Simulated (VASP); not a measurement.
# TmGa3Hg3As2N4 (P1) in VASP: single point with PBE

Aim: the single point of TmGa3Hg3As2N4 with PBE.

Program: VASP 6.6.1. These are calculated values, not measurements. Logs are shortened: lines on timing, memory, paths and dates and some standing lists are left out, and cuts for length are marked.

## 1. The cell of the first run

The typed cell holds 13 atoms: a = 3.214 Å, b = 8.382 Å, c = 9.823 Å, α = 85.10°, β = 81.21°, γ = 79.91°.

## 2. Single point, PBE (atoms taken out)

INCAR reads:

```
  PREC = Accurate
  ENCUT = 600
  EDIFF = 1E-6
  ISMEAR = 0
  SIGMA = 0.1
  LREAL = F
  LASPH = T
  NELM = 200
  ALGO = Normal
  ISIF = 2
  LWAVE = F
  LCHARG = F
  GGA = PE
  NBANDS = 69
  GGA_COMPAT = F
  LMAXMIX = 6
  KPAR = 4
```

KPOINTS reads:

```
Automatic mesh
0
Gamma
  10 4 4
```

POSCAR reads:

```
TmGa3Hg3As2N4
1.0
    3.2137475086     -0.0028149555      0.0225472362
    1.4759691935      8.2508056029     -0.0037311882
    1.4332167400      0.5997843266      9.6991318100
Tm Ga Hg As N
1 3 3 2 4
Direct
    0.7545965250      0.9388556738      0.0431423146
    0.0359856008      0.3179125098      0.0616477931
    0.9632883916      0.6929883904      0.8500896589
    0.6331510505      0.3447049909      0.8242539758
    0.8564759357      0.3077690902      0.4139770747
    0.3131068278      0.6319440873      0.2308628224
    0.0558371068      0.7879297729      0.5856285933
    0.1409005393      0.9215016865      0.3096216713
    0.7997333570      0.1513888840      0.6413336182
    0.0558921185      0.4612699130      0.8753654568
    0.9047553488      0.4389462358      0.2220590894
    0.3717207070      0.8030184854      0.9356763171
    0.6145564913      0.2017702800      0.0063416143
```

Potentials or basis: VASP PAW PBE potentials, release 64 (Tm_3, Ga_d, Hg, As, N), 4f in core.

Command:

```
cat potpaw_PBE.64/Tm_3/POTCAR potpaw_PBE.64/Ga_d/POTCAR potpaw_PBE.64/Hg/POTCAR potpaw_PBE.64/As/POTCAR potpaw_PBE.64/N/POTCAR > POTCAR
mpirun -np 4 vasp_std > vasp.out
```

OUTCAR:

```text
PREC = Accurate
   ENCUT = 600
   EDIFF = 1E-6
   ISMEAR = 0
   LREAL = F
   LASPH = T
   NELM = 200
   ISIF = 2
   GGA = PE

 ion  position               nearest neighbor table
   1  0.755  0.939  0.043-  13 2.18  12 2.24  12 2.26   3 2.84   8 3.04   8 3.05   6 3.42   6 3.44

   2  0.036  0.318  0.062-  11 1.90  13 1.96  13 1.96  10 2.10   4 2.80   4 2.81
   3  0.963  0.693  0.850-  10 1.91  12 2.04  12 2.05   7 2.64   1 2.84
   4  0.633  0.345  0.824-  10 1.95  10 1.95  13 2.07   9 2.46   2 2.80   2 2.81
   5  0.856  0.308  0.414-  11 2.10   9 2.49   6 3.48   6 3.54
   6  0.313  0.632  0.231-  11 2.27  11 2.27   8 2.55   1 3.42   1 3.44   5 3.48   5 3.54   7 3.75

   7  0.056  0.788  0.586-   3 2.64   8 2.84   9 3.09   6 3.75
   8  0.141  0.922  0.310-   6 2.55   7 2.84   1 3.04   1 3.05
   9  0.800  0.151  0.641-   4 2.46   5 2.49   7 3.09
  10  0.056  0.461  0.875-   3 1.91   4 1.95   4 1.95   2 2.10
  11  0.905  0.439  0.222-   2 1.90   5 2.10   6 2.27   6 2.27
  12  0.372  0.803  0.936-   3 2.04   3 2.05   1 2.24   1 2.26
  13  0.615  0.202  0.006-   2 1.96   2 1.96   4 2.07   1 2.18

  Warning from LATTYP: Got some problem with cell dimensions!
  Tried to take original basis but could not verify dimensions!
  LATTYP: Found a triclinic cell.
 ALAT       =     9.6274980822
 B/A-ratio  =     1.2834692371
 C/A-ratio  =     0.3338175513
 COS(alpha) =     0.0025915214
 COS(beta)  =     0.5150846345
 COS(gamma) =     0.5332091380

  Lattice vectors:

 A1 = (  -4.9515258237,   8.2564355139,  -0.0488256606)
 A2 = (   0.0427524535,   7.6510212763,  -9.7028629982)
 A3 = (  -3.2137475086,   0.0028149555,  -0.0225472362)

Analysis of symmetry for initial positions (statically):
=====================================================================
 Subroutine PRICEL returns:
 Original cell was already a primitive cell.

 Routine SETGRP: Setting up the symmetry group for a
 triclinic supercell.

 Subroutine GETGRP returns: Found  1 space group operations
 (whereof  1 operations were pure point group operations)
 out of a pool of  2 trial point group operations.

The static configuration has the point symmetry C_1 .

Analysis of symmetry for dynamics (positions and initial velocities):
=====================================================================
 Subroutine PRICEL returns:
 Original cell was already a primitive cell.

 Routine SETGRP: Setting up the symmetry group for a
 triclinic supercell.

 Subroutine GETGRP returns: Found  1 space group operations
 (whereof  1 operations were pure point group operations)
 out of a pool of  2 trial point group operations.

The dynamic configuration has the point symmetry C_1 .

 Subroutine INISYM returns: Found  1 space group operations
 (whereof  1 operations are pure point group operations),
 and found     1 'primitive' translations

----------------------------------------------------------------------------------------

                                     Primitive cell

  volume of cell :     256.9831

  direct lattice vectors                    reciprocal lattice vectors
     3.213747509 -0.002814955  0.022547236     0.311413071 -0.055727278 -0.042570622
     1.475969194  8.250805603 -0.003731188     0.000158867  0.121168468 -0.007516409
     1.433216740  0.599784327  9.699131810    -0.000723870  0.000176160  0.103198083

  length of vectors
     3.213827835  8.381783347  9.822780122     0.319211353  0.121401479  0.103200772

  position of ions in fractional coordinates (direct lattice)
     0.754596525  0.938855674  0.043142315
     0.035985601  0.317912510  0.061647793
     0.963288392  0.692988390  0.850089659
     0.633151050  0.344704991  0.824253976
     0.856475936  0.307769090  0.413977075
     0.313106828  0.631944087  0.230862822
     0.055837107  0.787929773  0.585628593
     0.140900539  0.921501687  0.309621671
     0.799733357  0.151388884  0.641333618
     0.055892118  0.461269913  0.875365457
     0.904755349  0.438946236  0.222059089
     0.371720707  0.803018485  0.935676317
     0.614556491  0.201770280  0.006341614

  ion indices of the primitive-cell ions
   primitive index   ion index
                 1           1
                 2           2
                 3           3
                 4           4
                 5           5
                 6           6
                 7           7
                 8           8
                 9           9
                10          10
                11          11
                12          12
                13          13

----------------------------------------------------------------------------------------

 KPOINTS: Automatic mesh

Automatic generation of k-mesh.
 Grid dimensions read from file:
 generate k-points for:   10    4    4

 Generating k-lattice:

  Cartesian coordinates                     Fractional coordinates (reciprocal lattice)
     0.031141307 -0.005572728 -0.004257062     0.100000000 -0.000000000 -0.000000000
     0.000039717  0.030292117 -0.001879102     0.000000000  0.250000000  0.000000000
    -0.000180968  0.000044040  0.025799521    -0.000000000  0.000000000  0.250000000

  Length of vectors
     0.031921135  0.030350370  0.025800193

  Shift w.r.t. Gamma in fractional coordinates (k-lattice)
     0.000000000  0.000000000  0.000000000

 Subroutine IBZKPT returns following result:
 ===========================================

 Found     84 irreducible k-points:

 Following reciprocal coordinates:
            Coordinates               Weight
  0.000000  0.000000  0.000000      1.000000
  0.100000  0.000000 -0.000000      2.000000
  0.200000  0.000000 -0.000000      2.000000
  0.300000 -0.000000 -0.000000      2.000000
  0.400000 -0.000000 -0.000000      2.000000
  0.500000  0.000000 -0.000000      1.000000
[... 16 lines left out ...]
 -0.000000  0.000000  0.250000      2.000000
  0.100000 -0.000000  0.250000      2.000000
 [... further k-points ...]
   k-points           NKPTS =     84   k-points in BZ     NKDIM =     84   number of bands    NBANDS=     69
   number of dos      NEDOS =    301   number of ions     NIONS =     13
   total plane-waves  NPLWV = 156800
   dimension x,y,z NGX =    28 NGY =   70 NGZ =   80
   dimension x,y,z NGXF=    56 NGYF=  140 NGZF=  160
   ions per type =               1   3   3   2   4
   NGX,Y,Z   is equivalent  to a cutoff of  14.48, 13.88, 13.54 a.u.
   NGXF,Y,Z  is equivalent  to a cutoff of  28.97, 27.77, 27.08 a.u.
 SYSTEM =  unknown system
   PREC   = accura    normal or accurate (medium, high low for compatibility)
   ISTART =      0    job   : 0-new  1-cont  2-samecut
   ICHARG =      2    charge: 1-file 2-atom 10-const
   ISPIN  =      1    spin polarized calculation?
   LNONCOLLINEAR =      F non collinear calculations
   LSORBIT =      F    spin-orbit coupling
   LASPH  =      T    aspherical Exc in radial PAW
   ENCUT  =  600.0 eV  44.10 Ry    6.64 a.u.   6.42 16.74 19.62*2*pi/ulx,y,z
   NELM   =    200;   NELMIN=  2; NELMDL= -5     # of ELM steps
   EDIFF  = 0.1E-05   stopping-criterion for ELM
   LREAL  =      F    real-space projection
   EDIFFG = 0.1E-04   stopping-criterion for IOM
   NSW    =      0    number of steps for IOM
   IBRION =     -1    ionic relax: 0-MD 1-quasi-New 2-CG
   NFREE  =      0    steps in history (QN), initial steepest desc. (CG)
   ISIF   =      2    stress and relaxation
   ISYM   =      2    0-nonsym 1-usesym 2-fastsym
   POTIM  = 0.5000    time-step for ionic-motion
   TEBEG  =    0.0;   TEEND  =   0.0 temperature during run
   PSTRESS=    0.0 pullay stress
   NELECT =     114.0000    total number of electrons
   NUPDOWN=      -1.0000    fix difference up-down
   EMIN   =  10.00;   EMAX   =-10.00  energy-range for DOS
   EFERMI =   0.00;   METHOD = LEGACY
   ISMEAR =     0;   SIGMA  =   0.10  broadening in eV -4-tet -1-fermi 0-gaus
   EFERMI_NEDOS =   21; number of points for ismear=-14 and -15
   IALGO  =     38    algorithm
   IMIX   =      4    mixing-type and parameters
     AMIX     =   0.40;   BMIX     =  1.00
     AMIX_MAG =   1.60;   BMIX_MAG =  1.00
  volume/ion in A,a.u.               =      19.77       133.40
  Fermi-wavevector in a.u.,A,eV,Ry     =   1.248557  2.359430 21.210039  1.558894
  Thomas-Fermi vector in A             =   2.382638
   LORBIT       =      0    0 simple, 1 ext, 2 COOP (PROOUT), +10 PAW based schemes
   GGA     = PE    functional components
   LHFCALC =     F    Hartree Fock is set to
   AEXX    =    0.0000 exact exchange contribution
   IVDW    =     0    specifies the selected vdW correction
   LEPSILON=     F    determine dielectric tensor
   LRPA    =     F    only Hartree local field effects (RPA)
 non-spin polarized calculation
 Gauss-broadening in eV      SIGMA  =   0.10
  energy-cutoff  :      600.00
  volume of cell :      256.98
 maximum number of plane-waves:      8626
 NGX is ok and might be reduce to    28
   NGX = 13   NGY = 33   NGZ = 39

 number of electron     114.0000005 magnetization

 Free energy of the ion-electron system (eV)
  ---------------------------------------------------
  ext. energy  EPLUGINS =         0.00000000
  ---------------------------------------------------
  free energy    TOTEN  =       -57.62027107 eV

  energy without entropy =      -57.60811582  energy(sigma->0) =      -57.61419344

 E-fermi :   2.8254     XC(G=0):  -9.8189

 val. band max:        2.8214432745   @ k =  -0.0000   0.0000   0.5000
 cond. band min:       2.8278263208   @ k =   0.2000   0.0000  -0.0000
 fundamental gap:      0.0063830462
 Fermi energy:         2.8254209392

 k-point     1 :       0.0000    0.0000    0.0000
  band No.  band energies     occupation
      1     -22.0120      2.00000
      2     -21.8984      2.00000
      3     -21.6045      2.00000
      4     -13.0503      2.00000
      5     -12.4877      2.00000
      6     -12.1600      2.00000
[... 61 lines left out ...]
     68       7.5517      0.00000
     69       8.2921      0.00000
[... 1654 lines left out ...]
     68       7.6708      0.00000
     69       8.1591      0.00000

 [... further k-points ...]

------------------------ aborting loop because EDIFF is reached ----------------------------------------

  FORCE on cell =-STRESS in cart. coord.  units (eV):
  Direction    XX          YY          ZZ          XY          YZ          ZX
  --------------------------------------------------------------------------------------
  -------------------------------------------------------------------------------------
  Total        0.6714579      0.9287241      0.7396404      0.0110678     -0.2159765      0.0074608
  in kB        4.1862472      5.7901894      4.6113352      0.0690029     -1.3465193      0.0465150
  external PRESSURE =       4.8625906 kB  Pullay stress =       0.0000000 kB

 VOLUME and BASIS-vectors are now :
 -----------------------------------------------------------------------------
  energy-cutoff  :      600.00
  volume of cell :      256.98
      direct lattice vectors                 reciprocal lattice vectors
     3.213747509 -0.002814955  0.022547236     0.311413071 -0.055727278 -0.042570622
     1.475969194  8.250805603 -0.003731188     0.000158867  0.121168468 -0.007516409
     1.433216740  0.599784327  9.699131810    -0.000723870  0.000176160  0.103198083

 POSITION                                       TOTAL-FORCE (eV/Angst)
 -----------------------------------------------------------------------------------
      3.87264      7.77007      0.43195         0.013959     -0.044670      0.060793
      0.67323      2.65991      0.59756         0.003643      0.009746      0.019816
      5.33696      6.22487      8.26427        -0.000464     -0.012842      0.009477
      3.72490      3.33669      8.00754        -0.002525      0.017166     -0.007807
      3.80007      2.78523      4.03338        -0.009326     -0.052319      0.096910
      2.26985      5.35163      2.24387        -0.003191      0.042278      0.000764
      2.18174      6.85215      5.67841        -0.000346     -0.005985      0.000828
      2.25668      7.78844      3.00280         0.001034      0.056497      0.029712
      3.71276      1.63149      6.23785         0.000784     -0.041407      0.053454
      2.11503      4.33072      8.48982         0.000761      0.019732     -0.017040
      3.87379      3.75230      2.17254         0.011524     -0.027727     -0.156779
      3.72087      7.18571      9.08063        -0.008388     -0.071113     -0.073823
      2.28193      1.66684      0.07461        -0.007467      0.110644     -0.016306
 -----------------------------------------------------------------------------------
    total drift:                                0.000564      0.000624      0.001074

  FREE ENERGIE OF THE ION-ELECTRON SYSTEM (eV)
  ---------------------------------------------------
  free  energy   TOTEN  =       -57.6202710688 eV

  energy  without entropy=      -57.6081158153  energy(sigma->0) =      -57.61419344
```

Run time: 13 min. Hardware: 4 MPI ranks of Intel Xeon Platinum 8259CL at 2.50GHz (Skylake/Cascade Lake), shared host; peak memory 1.6 GiB.

Results:

```
Free energy            : -57.6203 eV
Pressure               : 0.5 GPa
Largest force          : 0.160 eV/Å
Band gap on the k mesh : zero (bands 57 and 58 overlap by 2.06 eV)
```

Forces on the atoms (eV/Å):
```
Tm   0.014 -0.045  0.061
Ga   0.004  0.010  0.020
Ga   0.000 -0.013  0.009
Ga  -0.003  0.017 -0.008
Hg  -0.009 -0.052  0.097
Hg  -0.003  0.042  0.001
Hg   0.000 -0.006  0.001
As   0.001  0.056  0.030
As   0.001 -0.041  0.053
N    0.001  0.020 -0.017
N    0.012 -0.028 -0.157
N   -0.008 -0.071 -0.074
N   -0.007  0.111 -0.016
```

Caveat: the cell differs from its parent crystal (atoms taken out); spin-orbit coupling is left out, which moves the levels of the heavy elements; the 4f electrons are frozen in the core, so they carry no moment and show no levels; the run has no spin polarisation, though such a crystal can be magnetic.
